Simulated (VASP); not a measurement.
Li2S, 3 atoms in the cell. Symmetry: Fm-3m, No. 225, cubic system. Conventional cell: a = 5.691 Å, b = 5.691 Å, c = 5.691 Å, α = 90.00°, β = 90.00°, γ = 90.00°. Within 3.3 Å of Li (site symmetry -43m) lie 4 S at 2.46 Å and 6 Li at 2.85 Å. S (site symmetry m-3m) has 8 Li at 2.46 Å within 3.3 Å. 

* Program: VASP 6.6.1
* Task: single point
* Functional: PBE
* Potentials or basis: VASP PAW PBE potentials, release 64 (Li_sv, S)
* Cutoff: 750 eV
* k mesh: 3 × 3 × 3
* Occupations: gaussian, width 0.01 eV
* Spin: no spin polarisation
* Dipole correction: no
* Further INCAR settings: ALGO = Normal; EDIFF = 1e-06; NBANDS = 13

Potentials or basis: VASP PAW PBE potentials, release 64 (Li_sv, S).

Run with:

```sh
$ cat potpaw_PBE.64/Li_sv/POTCAR potpaw_PBE.64/S/POTCAR > POTCAR
$ mpirun -np 1 vasp_std > vasp.out
```

Hardware: 1 thread of Intel Xeon 8259CL (shared host).

How long does it take, and how much memory?

It took 11 s on 1 thread of Intel Xeon 8259CL, with other jobs on the host, peak memory 0.19 GiB. Counts: scf iterations 13, k points 4.
